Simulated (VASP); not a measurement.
# CuO (Cc) in VASP: single point with r2SCAN+U

Aim: the single point of CuO with r2SCAN+U.

Program: VASP 6.6.1. These are calculated values, not measurements. Logs are shortened: lines on timing, memory, paths and dates and some standing lists are left out, and cuts for length are marked.

### 1 The cell of the first run

The structure is monoclinic, space group Cc (No. 9). Conventional cell: a = 4.689 Å, b = 3.427 Å, c = 5.132 Å, α = 90.00°, β = 99.65°, γ = 90.00°. Cu (site symmetry 1) has 4 O at 1.91 to 2.02 Å within 2.5 Å. O (site symmetry 1) has 4 Cu at 1.91 to 2.02 Å within 2.5 Å.

### 2 Single point, r2SCAN+U

Contents of POSCAR:

```
CuO
1.0
    2.3446500000     -1.7134000000      0.0000000000
    2.3446500000      1.7134000000      0.0000000000
   -0.8605500000      0.0000000000      5.0594400000
Cu O
2 2
Direct
    0.0032000000      0.4968000000      0.0000000000
    0.4968000000      0.0032000000      0.5000000000
    0.5714000000      0.4056000000      0.2537000000
    0.4056000000      0.5714000000      0.7537000000
```

Contents of INCAR.step1:

```
ALGO = Normal ; EDIFF = 1E-4
ENCUT = 520 ; GGA = PE
ISMEAR = 0 ; LASPH = True
LCHARG = False ; LDAU = True
LDAUJ = 0 0 ; LDAUL = 2 -1
LDAUTYPE = 2 ; LDAUU = 4 0
LMAXMIX = 4 ; LREAL = False
LWAVE = True ; NBANDS = 25
NELM = 150 ; PREC = Accurate
SIGMA = 0.02
```

Contents of INCAR.step2:

```
ALGO = Normal ; EDIFF = 1E-6
ENCUT = 520 ; ISIF = 2
ISMEAR = 0 ; ISTART = 1
LASPH = True ; LCHARG = False
LDAU = True ; LDAUJ = 0 0
LDAUL = 2 -1 ; LDAUPRINT = 1
LDAUTYPE = 2 ; LDAUU = 4 0
LMAXMIX = 4 ; LMIXTAU = True
LREAL = False ; LWAVE = False
METAGGA = R2SCAN ; NBANDS = 25
NELM = 150 ; PREC = Accurate
SIGMA = 0.02
```

Contents of KPOINTS:

```
k-points
0
Gamma
  10 10 6
```

Potentials or basis: VASP PAW PBE potentials, release 64 (Cu, O).

Run with:

```
cat potpaw_PBE.64/Cu/POTCAR potpaw_PBE.64/O/POTCAR > POTCAR
cp INCAR.step1 INCAR
mpirun -np 1 vasp_std > vasp.out
cp INCAR.step2 INCAR
mpirun -np 1 vasp_std > vasp.out
```

OUTCAR:

```text
EDIFF = 1E-6
   ENCUT = 520
   ISIF = 2
   ISMEAR = 0
   ISTART = 1
   LASPH = True
   LREAL = False
   METAGGA = R2SCAN
   NELM = 150
   PREC = Accurate

 ion  position               nearest neighbor table
   1  0.003  0.497  0.000-   4 1.91   3 1.93   4 1.98   3 2.02
   2  0.497  0.003  0.500-   3 1.91   4 1.93   3 1.98   4 2.02
   3  0.571  0.406  0.254-   2 1.91   1 1.93   2 1.98   1 2.02
   4  0.406  0.571  0.754-   1 1.91   2 1.93   1 1.98   2 2.02

  LATTYP: Found a base centered monoclinic cell.
 ALAT       =     4.6893000000
 B/A-ratio  =     0.7307700510
 C/A-ratio  =     1.0944283424
 COS(beta)  =    -0.1676798048

  Lattice vectors:

 A1 = (   2.3446500000,  -1.7134000000,   0.0000000000)
 A2 = (   2.3446500000,   1.7134000000,   0.0000000000)
 A3 = (  -0.8605500000,   0.0000000000,   5.0594400000)

Analysis of symmetry for initial positions (statically):
=====================================================================
 Subroutine PRICEL returns:
 Original cell was already a primitive cell.

 Routine SETGRP: Setting up the symmetry group for a
 base centered monoclinic supercell.

 Subroutine GETGRP returns: Found  2 space group operations
 (whereof  1 operations were pure point group operations)
 out of a pool of  4 trial point group operations.

The static configuration has the point symmetry C_1 .
 The point group associated with its full space group is C_1h.

Analysis of symmetry for dynamics (positions and initial velocities):
=====================================================================
 Subroutine PRICEL returns:
 Original cell was already a primitive cell.

 Routine SETGRP: Setting up the symmetry group for a
 base centered monoclinic supercell.

 Subroutine GETGRP returns: Found  2 space group operations
 (whereof  1 operations were pure point group operations)
 out of a pool of  4 trial point group operations.

The dynamic configuration has the point symmetry C_1 .
 The point group associated with its full space group is C_1h.

 Subroutine INISYM returns: Found  2 space group operations
 (whereof  1 operations are pure point group operations),
 and found     1 'primitive' translations

----------------------------------------------------------------------------------------

                                     Primitive cell

  volume of cell :      40.6508

  direct lattice vectors                    reciprocal lattice vectors
     2.344650000 -1.713400000  0.000000000     0.213251445 -0.291817439  0.036271510
     2.344650000  1.713400000  0.000000000     0.213251445  0.291817439  0.036271510
    -0.860550000  0.000000000  5.059440000     0.000000000  0.000000000  0.197650333

  length of vectors
     2.903984019  2.903984019  5.132102826     0.363248151  0.363248151  0.197650333

  position of ions in fractional coordinates (direct lattice)
     0.003200000  0.496800000  0.000000000
     0.496800000  0.003200000  0.500000000
     0.571400000  0.405600000  0.253700000
     0.405600000  0.571400000  0.753700000

  ion indices of the primitive-cell ions
   primitive index   ion index
                 1           1
                 2           2
                 3           3
                 4           4

----------------------------------------------------------------------------------------

 KPOINTS: k-points

Automatic generation of k-mesh.
 Grid dimensions read from file:
 generate k-points for:   10   10    6

 Generating k-lattice:

  Cartesian coordinates                     Fractional coordinates (reciprocal lattice)
     0.021325144 -0.029181744  0.003627151     0.100000000 -0.000000000  0.000000000
     0.021325144  0.029181744  0.003627151    -0.000000000  0.100000000  0.000000000
     0.000000000  0.000000000  0.032941722     0.000000000  0.000000000  0.166666667

  Length of vectors
     0.036324815  0.036324815  0.032941722

  Shift w.r.t. Gamma in fractional coordinates (k-lattice)
     0.000000000  0.000000000  0.000000000

 Subroutine IBZKPT returns following result:
 ===========================================

[... 55 lines left out ...]
   POTIM  = 0.5000    time-step for ionic-motion
   TEBEG  =    0.0;   TEEND  =   0.0 temperature during run
   PSTRESS=    0.0 pullay stress
   NELECT =      34.0000    total number of electrons
   NUPDOWN=      -1.0000    fix difference up-down
   EMIN   =  10.00;   EMAX   =-10.00  energy-range for DOS
   EFERMI =   0.00;   METHOD = LEGACY
   ISMEAR =     0;   SIGMA  =   0.02  broadening in eV -4-tet -1-fermi 0-gaus
   EFERMI_NEDOS =   21; number of points for ismear=-14 and -15
   IALGO  =     38    algorithm
   IMIX   =      4    mixing-type and parameters
     AMIX     =   0.40;   BMIX     =  1.00
     AMIX_MAG =   1.60;   BMIX_MAG =  1.00
  volume/ion in A,a.u.               =      10.16        68.58
  Fermi-wavevector in a.u.,A,eV,Ry     =   1.542451  2.914810 32.370373  2.379155
  Thomas-Fermi vector in A             =   2.648254
   LORBIT       =      0    0 simple, 1 ext, 2 COOP (PROOUT), +10 PAW based schemes
 LDA+U is selected, type is set to LDAUTYPE =  2
   angular momentum for each species LDAUL =     2   -1
   U (eV)           for each species LDAUU =   4.0  0.0
   J (eV)           for each species LDAUJ =   0.0  0.0
   METAGGA = R2SCAN    functional components
   LHFCALC =     F    Hartree Fock is set to
   AEXX    =    0.0000 exact exchange contribution
   IVDW    =     0    specifies the selected vdW correction
   LEPSILON=     F    determine dielectric tensor
   LRPA    =     F    only Hartree local field effects (RPA)
 non-spin polarized calculation
 Gauss-broadening in eV      SIGMA  =   0.02
  energy-cutoff  :      520.00
  volume of cell :       40.65
 maximum number of plane-waves:      1129
 NGX is ok and might be reduce to    24
   NGX = 11   NGY = 11   NGZ = 19

atom =   1  type =  1  l = 2

 onsite density matrix

spin component  1

  0.9557 -0.0114  0.0102  0.0067 -0.0024
 -0.0114  0.9018  0.0007  0.0864 -0.0280
  0.0102  0.0007  0.9709 -0.0017 -0.0009
  0.0067  0.0864 -0.0017  0.8539  0.0360
 -0.0024 -0.0280 -0.0009  0.0360  0.9556

spin component  2

  0.9557 -0.0114  0.0102  0.0067 -0.0024
 -0.0114  0.9018  0.0007  0.0864 -0.0280
  0.0102  0.0007  0.9709 -0.0017 -0.0009
  0.0067  0.0864 -0.0017  0.8539  0.0360
 -0.0024 -0.0280 -0.0009  0.0360  0.9556

 occupancies and eigenvectors

  o =  0.7756  v =  0.0697  0.5872 -0.0111 -0.7680  0.2458  0.0000  0.0000  0.0000  0.0000  0.0000      0.0000  0.0000  0.0000  0.0000  0.0000  0.0000  0.0000  0.0000  0.0000  0.0000
  o =  0.7756  v =  0.0000  0.0000  0.0000  0.0000  0.0000  0.0697  0.5872 -0.0111 -0.7680  0.2458      0.0000  0.0000  0.0000  0.0000  0.0000  0.0000  0.0000  0.0000  0.0000  0.0000
  o =  0.9503  v =  0.8693  0.1584 -0.4247  0.1820 -0.0757  0.0000  0.0000  0.0000  0.0000  0.0000      0.0000  0.0000  0.0000  0.0000  0.0000  0.0000  0.0000  0.0000  0.0000  0.0000
  o =  0.9503  v =  0.0000  0.0000  0.0000  0.0000  0.0000  0.8693  0.1584 -0.4247  0.1820 -0.0757      0.0000  0.0000  0.0000  0.0000  0.0000  0.0000  0.0000  0.0000  0.0000  0.0000
  o =  0.9665  v = -0.0183 -0.3388 -0.2428 -0.5001 -0.7588  0.0000  0.0000  0.0000  0.0000  0.0000      0.0000  0.0000  0.0000  0.0000  0.0000  0.0000  0.0000  0.0000  0.0000  0.0000
  o =  0.9665  v =  0.0000  0.0000  0.0000  0.0000  0.0000 -0.0183 -0.3388 -0.2428 -0.5001 -0.7588      0.0000  0.0000  0.0000  0.0000  0.0000  0.0000  0.0000  0.0000  0.0000  0.0000
  o =  0.9686  v =  0.0000  0.0000  0.0000  0.0000  0.0000 -0.1079  0.6787  0.2730  0.3147 -0.5951      0.0000  0.0000  0.0000  0.0000  0.0000  0.0000  0.0000  0.0000  0.0000  0.0000
  o =  0.9686  v = -0.1079  0.6787  0.2730  0.3147 -0.5951  0.0000  0.0000  0.0000  0.0000  0.0000      0.0000  0.0000  0.0000  0.0000  0.0000  0.0000  0.0000  0.0000  0.0000  0.0000
  o =  0.9770  v =  0.0000  0.0000  0.0000  0.0000  0.0000 -0.4769  0.2339 -0.8283  0.1673  0.0618      0.0000  0.0000  0.0000  0.0000  0.0000  0.0000  0.0000  0.0000  0.0000  0.0000
  o =  0.9770  v = -0.4769  0.2339 -0.8283  0.1673  0.0618  0.0000  0.0000  0.0000  0.0000  0.0000      0.0000  0.0000  0.0000  0.0000  0.0000  0.0000  0.0000  0.0000  0.0000  0.0000

atom =   2  type =  1  l = 2

 onsite density matrix

spin component  1

  0.9557 -0.0114 -0.0102 -0.0067  0.0024
 -0.0114  0.9018 -0.0007 -0.0864  0.0280
 -0.0102 -0.0007  0.9709 -0.0017 -0.0009
 -0.0067 -0.0864 -0.0017  0.8539  0.0360
  0.0024  0.0280 -0.0009  0.0360  0.9556

spin component  2

  0.9557 -0.0114 -0.0102 -0.0067  0.0024
 -0.0114  0.9018 -0.0007 -0.0864  0.0280
 -0.0102 -0.0007  0.9709 -0.0017 -0.0009
 -0.0067 -0.0864 -0.0017  0.8539  0.0360
  0.0024  0.0280 -0.0009  0.0360  0.9556

 occupancies and eigenvectors

  o =  0.7756  v = -0.0697 -0.5872 -0.0111 -0.7680  0.2458  0.0000  0.0000  0.0000  0.0000  0.0000      0.0000  0.0000  0.0000  0.0000  0.0000  0.0000  0.0000  0.0000  0.0000  0.0000
  o =  0.7756  v =  0.0000  0.0000  0.0000  0.0000  0.0000 -0.0697 -0.5872 -0.0111 -0.7680  0.2458      0.0000  0.0000  0.0000  0.0000  0.0000  0.0000  0.0000  0.0000  0.0000  0.0000
  o =  0.9503  v =  0.8693  0.1584  0.4247 -0.1820  0.0757  0.0000  0.0000  0.0000  0.0000  0.0000      0.0000  0.0000  0.0000  0.0000  0.0000  0.0000  0.0000  0.0000  0.0000  0.0000
  o =  0.9503  v =  0.0000  0.0000  0.0000  0.0000  0.0000  0.8693  0.1584  0.4247 -0.1820  0.0757      0.0000  0.0000  0.0000  0.0000  0.0000  0.0000  0.0000  0.0000  0.0000  0.0000
  o =  0.9665  v =  0.0183  0.3388 -0.2428 -0.5001 -0.7588  0.0000  0.0000  0.0000  0.0000  0.0000      0.0000  0.0000  0.0000  0.0000  0.0000  0.0000  0.0000  0.0000  0.0000  0.0000
  o =  0.9665  v =  0.0000  0.0000  0.0000  0.0000  0.0000  0.0183  0.3388 -0.2428 -0.5001 -0.7588      0.0000  0.0000  0.0000  0.0000  0.0000  0.0000  0.0000  0.0000  0.0000  0.0000
  o =  0.9686  v =  0.0000  0.0000  0.0000  0.0000  0.0000  0.1079 -0.6787  0.2730  0.3147 -0.5951      0.0000  0.0000  0.0000  0.0000  0.0000  0.0000  0.0000  0.0000  0.0000  0.0000
  o =  0.9686  v =  0.1079 -0.6787  0.2730  0.3147 -0.5951  0.0000  0.0000  0.0000  0.0000  0.0000      0.0000  0.0000  0.0000  0.0000  0.0000  0.0000  0.0000  0.0000  0.0000  0.0000
  o =  0.9770  v =  0.0000  0.0000  0.0000  0.0000  0.0000 -0.4769  0.2339  0.8283 -0.1673 -0.0618      0.0000  0.0000  0.0000  0.0000  0.0000  0.0000  0.0000  0.0000  0.0000  0.0000
  o =  0.9770  v = -0.4769  0.2339  0.8283 -0.1673 -0.0618  0.0000  0.0000  0.0000  0.0000  0.0000      0.0000  0.0000  0.0000  0.0000  0.0000  0.0000  0.0000  0.0000  0.0000  0.0000

 number of electron      33.9999999 magnetization

 Free energy of the ion-electron system (eV)
  ---------------------------------------------------
  ext. energy  EPLUGINS =         0.00000000
  ---------------------------------------------------
  free energy    TOTEN  =       -33.69972155 eV

  energy without entropy =      -33.69926150  energy(sigma->0) =      -33.69949152

 E-fermi :   5.1026     XC(G=0): -12.5496

 val. band max:        5.1010138941   @ k =  -0.2000   0.0000   0.1667
 cond. band min:       5.1034188887   @ k =   0.5000   0.3000   0.3333
 fundamental gap:      0.0024049947
 Fermi energy:         5.1026390260

 k-point     1 :       0.0000    0.0000    0.0000
  band No.  band energies     occupation
      1     -15.6886      2.00000
      2     -14.4143      2.00000
      3      -3.1581      2.00000
      4      -0.7051      2.00000
      5      -0.4338      2.00000
      6       0.7968      2.00000
[... 661 lines left out ...]
     24      19.5687      0.00000
     25      20.5251      0.00000

 [... further k-points ...]

------------------------ aborting loop because EDIFF is reached ----------------------------------------

  FORCE on cell =-STRESS in cart. coord.  units (eV):
  Direction    XX          YY          ZZ          XY          YZ          ZX
  --------------------------------------------------------------------------------------
  -------------------------------------------------------------------------------------
  Total       -0.8134084     -0.5675309     -1.1333076      0.0000000      0.0000000     -0.1988976
  in kB      -32.0590006    -22.3681920    -44.6672449      0.0000000      0.0000000     -7.8391850
  external PRESSURE =     -33.0314792 kB  Pullay stress =       0.0000000 kB

 VOLUME and BASIS-vectors are now :
 -----------------------------------------------------------------------------
  energy-cutoff  :      520.00
  volume of cell :       40.65
      direct lattice vectors                 reciprocal lattice vectors
     2.344650000 -1.713400000  0.000000000     0.213251445 -0.291817439  0.036271510
     2.344650000  1.713400000  0.000000000     0.213251445  0.291817439  0.036271510
    -0.860550000  0.000000000  5.059440000     0.000000000  0.000000000  0.197650333

 POSITION                                       TOTAL-FORCE (eV/Angst)
 -----------------------------------------------------------------------------------
      1.17233      0.84573      0.00000        -0.577466      0.316045      0.232241
      0.74205     -0.84573      2.52972        -0.577466     -0.316045      0.232241
      2.07240     -0.28408      1.28358         0.577466      0.245291     -0.232241
      1.64213      0.28408      3.81330         0.577466     -0.245291     -0.232241
 -----------------------------------------------------------------------------------
    total drift:                               -0.014877      0.000000     -0.002194

  FREE ENERGIE OF THE ION-ELECTRON SYSTEM (eV)
  ---------------------------------------------------
  free  energy   TOTEN  =       -33.6997215496 eV

  energy  without entropy=      -33.6992614967  energy(sigma->0) =      -33.69949152
```

Wall time 3.4 min (1 thread of Intel Xeon 6975P-C (Granite Rapids), shared host); peak memory 0.27 GiB.

Results:

* Free energy: -33.6997 eV
* Pressure: -3.3 GPa
* Largest force: 0.698 eV/Å
* Band gap on the k mesh: zero (bands 17 and 18 overlap by 0.74 eV)

Forces on the atoms (eV/Å):
```
Cu  -0.577  0.316  0.232
Cu  -0.577 -0.316  0.232
O    0.577  0.245 -0.232
O    0.577 -0.245 -0.232
```

Eigenvalues of the final occupation matrices:
| site | spin | trace | eigenvalues |
| --- | --- | --- | --- |
| site 1 d | 1 | 4.64 | 0.78 0.95 0.97 0.97 0.98 |
| site 1 d | 2 | 4.64 | 0.78 0.95 0.97 0.97 0.98 |
| site 2 d | 1 | 4.64 | 0.78 0.95 0.97 0.97 0.98 |
| site 2 d | 2 | 4.64 | 0.78 0.95 0.97 0.97 0.98 |

Caveat: the cell stands under tension; the PAW data sets were made with another functional, which shifts forces and pressure a little; U without spin polarisation on a metal has little footing.
